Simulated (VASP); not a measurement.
# In3SbTe2 (P-3m1) in VASP: notebook

In3SbTe2 is run at these levels: PBE; tasks: single point.

Program: VASP 6.6.1. These are calculated values, not measurements. Logs are shortened: lines on timing, memory, paths and dates and some standing lists are left out, and cuts for length are marked.

**1. The cell of the first run**

It takes space group P-3m1 (No. 164, trigonal). Conventional cell: a = 4.237 Å, b = 4.237 Å, c = 10.264 Å, α = 90.00°, β = 90.00°, γ = 120.00°. Within 3.9 Å of In (site symmetry -3m) lie 6 Te at 3.00 Å. Within 4.3 Å of In (site symmetry 3m) lie 3 Sb at 2.93 Å and 3 Te at 3.03 Å and 12 In at 4.04 to 4.29 Å. Sb (site symmetry -3m) has 6 In at 2.93 Å within 3.9 Å. Te (site symmetry 3m) has 6 In at 3.00 to 3.03 Å within 3.9 Å.

**2. Single point, PBE (26.60 Å³/atom)**

The input, INCAR:

```
SYSTEM = In3SbTe2
PREC     = Accurate       ! precision mode
ENCUT    = 520            ! plane-wave cutoff, eV
EDIFF    = 1E-6           ! SCF threshold, eV
ISMEAR   = 0              ! smearing method
SIGMA    = 0.1            ! smearing width, eV
LREAL    = .False.        ! projectors in reciprocal space
LASPH    = .True.         ! aspherical terms in the spheres
NELM     = 100            ! most SCF steps
ALGO     = Normal         ! electronic algorithm
ISIF     = 2              ! what is computed and relaxed
LWAVE    = .False.        ! write WAVECAR
LCHARG   = .True.         ! write CHGCAR
GGA      = PE             ! functional
LELF     = .True.         ! ELF
LVHAR    = .True.       
NBANDS   = 37             ! bands
```

The input, KPOINTS:

```
regular mesh
0
Gamma
  9 9 4
  0 0 0
```

The input, POSCAR:

```
In3SbTe2
1.0
    4.2373310394      0.0000000000      0.0000000000
   -2.1186655197      3.6696363244      0.0000000000
    0.0000000000      0.0000000000     10.2643966904
In Sb Te
3 1 2
Direct
    0.0000000000      0.0000000000      0.5000000000
    0.3333333333      0.6666666667      0.1564512711
    0.6666666667      0.3333333333      0.8435487289
    0.0000000000      0.0000000000      0.0000000000
    0.3333333333      0.6666666667      0.6690465117
    0.6666666667      0.3333333333      0.3309534883
```

Potentials or basis: VASP PAW PBE potentials, release 64 (In_d, Sb, Te).

Command:

```
$ cat potpaw_PBE.64/In_d/POTCAR potpaw_PBE.64/Sb/POTCAR potpaw_PBE.64/Te/POTCAR > POTCAR
$ mpirun -np 1 vasp_std > vasp.out
```

OUTCAR:

```text
SYSTEM = In3SbTe2
   PREC = Accurate
   ENCUT = 520
   EDIFF = 1E-6
   ISMEAR = 0
   LREAL = .False.
   LASPH = .True.
   NELM = 100
   ISIF = 2
   GGA = PE

 ion  position               nearest neighbor table
   1  0.000  0.000  0.500-   5 3.00   6 3.00   6 3.00   5 3.00   6 3.00   5 3.00
   2  0.333  0.667  0.156-   4 2.93   4 2.93   4 2.93   6 3.03   6 3.03   6 3.03
   3  0.667  0.333  0.844-   4 2.93   4 2.93   4 2.93   5 3.03   5 3.03   5 3.03
   4  0.000  0.000  0.000-   2 2.93   3 2.93   3 2.93   2 2.93   3 2.93   2 2.93
   5  0.333  0.667  0.669-   1 3.00   1 3.00   1 3.00   3 3.03   3 3.03   3 3.03
   6  0.667  0.333  0.331-   1 3.00   1 3.00   1 3.00   2 3.03   2 3.03   2 3.03

  LATTYP: Found a hexagonal cell.
 ALAT       =     4.2373310394
 C/A-ratio  =     2.4223730917

  Lattice vectors:

 A1 = (   4.2373310394,   0.0000000000,   0.0000000000)
 A2 = (  -2.1186655197,   3.6696363244,   0.0000000000)
 A3 = (   0.0000000000,   0.0000000000,  10.2643966904)

Analysis of symmetry for initial positions (statically):
=====================================================================
 Subroutine PRICEL returns:
 Original cell was already a primitive cell.

 Routine SETGRP: Setting up the symmetry group for a
 hexagonal supercell.

 Subroutine GETGRP returns: Found 12 space group operations
 (whereof 12 operations were pure point group operations)
 out of a pool of 24 trial point group operations.

The static configuration has the point symmetry D_3d.

Analysis of symmetry for dynamics (positions and initial velocities):
=====================================================================
 Subroutine PRICEL returns:
 Original cell was already a primitive cell.

 Routine SETGRP: Setting up the symmetry group for a
 hexagonal supercell.

 Subroutine GETGRP returns: Found 12 space group operations
 (whereof 12 operations were pure point group operations)
 out of a pool of 24 trial point group operations.

The dynamic configuration has the point symmetry D_3d.

 Subroutine INISYM returns: Found 12 space group operations
 (whereof 12 operations are pure point group operations),
 and found     1 'primitive' translations

----------------------------------------------------------------------------------------

                                     Primitive cell

  volume of cell :     159.6059
[... 97 lines left out ...]
   EDIFF  = 0.1E-05   stopping-criterion for ELM
   LREAL  =      F    real-space projection
   EDIFFG = 0.1E-04   stopping-criterion for IOM
   NSW    =      0    number of steps for IOM
   IBRION =     -1    ionic relax: 0-MD 1-quasi-New 2-CG
   NFREE  =      0    steps in history (QN), initial steepest desc. (CG)
   ISIF   =      2    stress and relaxation
   ISYM   =      2    0-nonsym 1-usesym 2-fastsym
   POTIM  = 0.5000    time-step for ionic-motion
   TEBEG  =    0.0;   TEEND  =   0.0 temperature during run
   PSTRESS=    0.0 pullay stress
   NELECT =      56.0000    total number of electrons
   NUPDOWN=      -1.0000    fix difference up-down
   EMIN   =  10.00;   EMAX   =-10.00  energy-range for DOS
   EFERMI =   0.00;   METHOD = LEGACY
   ISMEAR =     0;   SIGMA  =   0.10  broadening in eV -4-tet -1-fermi 0-gaus
   EFERMI_NEDOS =   21; number of points for ismear=-14 and -15
   IALGO  =     38    algorithm
   IMIX   =      4    mixing-type and parameters
     AMIX     =   0.40;   BMIX     =  1.00
     AMIX_MAG =   1.60;   BMIX_MAG =  1.00
  volume/ion in A,a.u.               =      26.60       179.51
  Fermi-wavevector in a.u.,A,eV,Ry     =   1.154661  2.181993 18.139864  1.333242
  Thomas-Fermi vector in A             =   2.291296
   LORBIT       =      0    0 simple, 1 ext, 2 COOP (PROOUT), +10 PAW based schemes
   GGA     = PE    functional components
   LHFCALC =     F    Hartree Fock is set to
   AEXX    =    0.0000 exact exchange contribution
   IVDW    =     0    specifies the selected vdW correction
   LEPSILON=     F    determine dielectric tensor
   LRPA    =     F    only Hartree local field effects (RPA)
 non-spin polarized calculation
 Gauss-broadening in eV      SIGMA  =   0.10
  energy-cutoff  :      520.00
  volume of cell :      159.61
 maximum number of plane-waves:      4326
   NGX = 15   NGY = 15   NGZ = 39

 number of electron      55.9999986 magnetization

 Free energy of the ion-electron system (eV)
  ---------------------------------------------------
  ext. energy  EPLUGINS =         0.00000000
  ---------------------------------------------------
  free energy    TOTEN  =       -18.90664057 eV

  energy without entropy =      -18.90013773  energy(sigma->0) =      -18.90338915

 E-fermi :   7.9976     XC(G=0): -10.1035

 val. band max:        7.9282100262   @ k =  -0.2222  -0.4444   0.2500
 cond. band min:       8.0149124107   @ k =   0.2222   0.2222   0.5000
 fundamental gap:      0.0867023845
 Fermi energy:         7.9976198230

 k-point     1 :       0.0000    0.0000    0.0000
  band No.  band energies     occupation
      1      -6.8276      2.00000
      2      -6.8276      2.00000
      3      -6.7779      2.00000
      4      -6.7687      2.00000
      5      -6.7687      2.00000
      6      -6.7598      2.00000
[... 949 lines left out ...]
     36      12.5010      0.00000
     37      12.8331      0.00000

 [... further k-points ...]

------------------------ aborting loop because EDIFF is reached ----------------------------------------

  FORCE on cell =-STRESS in cart. coord.  units (eV):
  Direction    XX          YY          ZZ          XY          YZ          ZX
  --------------------------------------------------------------------------------------
  -------------------------------------------------------------------------------------
  Total        7.4830869      7.4830869      7.4837612     -0.0000000      0.0000000      0.0000000
  in kB       75.1177412     75.1177412     75.1245105     -0.0000000      0.0000000      0.0000000
  external PRESSURE =      75.1199977 kB  Pullay stress =       0.0000000 kB

 VOLUME and BASIS-vectors are now :
 -----------------------------------------------------------------------------
  energy-cutoff  :      520.00
  volume of cell :      159.61
      direct lattice vectors                 reciprocal lattice vectors
     4.237331039  0.000000000  0.000000000     0.235997610  0.136253284  0.000000000
    -2.118665520  3.669636324  0.000000000     0.000000000  0.272506568  0.000000000
     0.000000000  0.000000000 10.264396690     0.000000000  0.000000000  0.097424138

 POSITION                                       TOTAL-FORCE (eV/Angst)
 -----------------------------------------------------------------------------------
      0.00000      0.00000      5.13220        -0.000000      0.000000      0.000000
     -0.00000      2.44642      1.60588         0.000000      0.000000     -0.000028
      2.11867      1.22321      8.65852         0.000000      0.000000      0.000028
      0.00000      0.00000      0.00000        -0.000000      0.000000      0.000000
     -0.00000      2.44642      6.86736        -0.000000      0.000000     -0.000228
      2.11867      1.22321      3.39704         0.000000      0.000000      0.000228
 -----------------------------------------------------------------------------------
    total drift:                                0.000000      0.000000     -0.000000

  FREE ENERGIE OF THE ION-ELECTRON SYSTEM (eV)
  ---------------------------------------------------
  free  energy   TOTEN  =       -18.9066405656 eV

  energy  without entropy=      -18.9001377302  energy(sigma->0) =      -18.90338915
```

stdout:

```text
POSCAR found type information on POSCAR InSbTe
 POSCAR found :  3 types and       6 ions
 scaLAPACK will be used
 LDA part: xc-table for (Slater+PW92), standard interpolation
 POSCAR, INCAR and KPOINTS ok, starting setup
 FFT: planning ... GRIDC
 FFT: planning ... GRID_SOFT
 FFT: planning ... GRID
 WAVECAR not read
 entering main loop
```

It took 90 s on 1 thread of Intel Xeon 6975P-C (Granite Rapids), shared host; peak memory 0.41 GiB.

What came out:

```yaml
Free_energy: -18.9066 eV
Pressure: 7.5 GPa
Band_gap_on_the_k_mesh: zero (bands 28 and 29 overlap by 1.76 eV)
```

Caveat: the cell stands under pressure; spin-orbit coupling is left out, which moves the levels of the heavy elements.

**3. Single point, PBE (27.51 Å³/atom)**

This run uses another cell than the first one, of 27.51 Å³/atom.

The input, INCAR:

```
ALGO = Normal ; EDIFF = 1E-6
ENCUT = 520 ; GGA = PE
ISIF = 2 ; ISMEAR = 0
LASPH = True ; LCHARG = False
LREAL = False ; LWAVE = False
NBANDS = 37 ; NELM = 80
PREC = Accurate ; SIGMA = 0.1
```

The input, KPOINTS:

```
k-points
0
Gamma
  9 9 4
```

The input, POSCAR:

```
In3SbTe2
1.0
    4.2844381223      0.0000000000      0.0000000000
   -2.1422190611      3.7104322548      0.0000000000
    0.0000000000      0.0000000000     10.3821951292
In Sb Te
3 1 2
Direct
    0.0000000000      0.0000000000      0.5000000000
    0.3333333333      0.6666666667      0.1561057472
    0.6666666667      0.3333333333      0.8438942528
    0.0000000000      0.0000000000      0.0000000000
    0.3333333333      0.6666666667      0.6693147041
    0.6666666667      0.3333333333      0.3306852959
```

Potentials or basis: VASP PAW PBE potentials, release 64 (In_d, Sb, Te).

Command:

```
$ cat potpaw_PBE.64/In_d/POTCAR potpaw_PBE.64/Sb/POTCAR potpaw_PBE.64/Te/POTCAR > POTCAR
$ mpirun -np 1 vasp_std > vasp.out
```

OUTCAR:

```text
EDIFF = 1E-6
   ENCUT = 520
   GGA = PE
   ISIF = 2
   ISMEAR = 0
   LASPH = True
   LREAL = False
   NELM = 80
   PREC = Accurate

 ion  position               nearest neighbor table
   1  0.000  0.000  0.500-   5 3.03   6 3.03   5 3.03   6 3.03   6 3.03   5 3.03
   2  0.333  0.667  0.156-   4 2.96   4 2.96   4 2.96   6 3.07   6 3.07   6 3.07
   3  0.667  0.333  0.844-   4 2.96   4 2.96   4 2.96   5 3.07   5 3.07   5 3.07
   4  0.000  0.000  0.000-   2 2.96   3 2.96   2 2.96   3 2.96   3 2.96   2 2.96
[... 1169 lines left out ...]
  -------------------------------------------------------------------------------------
  Total        5.2484225      5.2484225      5.2516691      0.0000000      0.0000000      0.0000000
  in kB       50.9485470     50.9485470     50.9800626      0.0000000      0.0000000      0.0000000
  external PRESSURE =      50.9590522 kB  Pullay stress =       0.0000000 kB

 VOLUME and BASIS-vectors are now :
 -----------------------------------------------------------------------------
  energy-cutoff  :      520.00
  volume of cell :      165.05
      direct lattice vectors                 reciprocal lattice vectors
     4.284438122  0.000000000  0.000000000     0.233402834  0.134755189  0.000000000
    -2.142219061  3.710432255  0.000000000     0.000000000  0.269510378  0.000000000
     0.000000000  0.000000000 10.382195129     0.000000000  0.000000000  0.096318745

 POSITION                                       TOTAL-FORCE (eV/Angst)
 -----------------------------------------------------------------------------------
      0.00000      0.00000      5.19110         0.000000      0.000000      0.000000
     -0.00000      2.47362      1.62072         0.000000      0.000000     -0.000852
      2.14222      1.23681      8.76147        -0.000000     -0.000000      0.000852
      0.00000      0.00000      0.00000         0.000000      0.000000      0.000000
     -0.00000      2.47362      6.94896        -0.000000      0.000000     -0.001006
      2.14222      1.23681      3.43324         0.000000     -0.000000      0.001006
 -----------------------------------------------------------------------------------
    total drift:                                0.000000     -0.000000     -0.000000

  FREE ENERGIE OF THE ION-ELECTRON SYSTEM (eV)
  ---------------------------------------------------
  free  energy   TOTEN  =       -19.1207196678 eV

  energy  without entropy=      -19.1138588202  energy(sigma->0) =      -19.11728924
```

stdout:

```text
POSCAR found type information on POSCAR InSbTe
 POSCAR found :  3 types and       6 ions
 scaLAPACK will be used
 LDA part: xc-table for (Slater+PW92), standard interpolation
 POSCAR, INCAR and KPOINTS ok, starting setup
 FFT: planning ... GRIDC
 FFT: planning ... GRID_SOFT
 FFT: planning ... GRID
 WAVECAR not read
 entering main loop
```

Wall time 93 s (1 thread of Intel Xeon 6975P-C (Granite Rapids), shared host); peak memory 0.42 GiB.

What came out:

```yaml
Free_energy: -19.1207 eV
Pressure: 5.1 GPa
Band_gap_on_the_k_mesh: zero (bands 28 and 29 overlap by 1.68 eV)
```

Caveat: the cell stands under pressure; spin-orbit coupling is left out, which moves the levels of the heavy elements.

[end of part 1 of 2]

The gap in the log of VASP goes by the Fermi energy; the results here count the filled bands.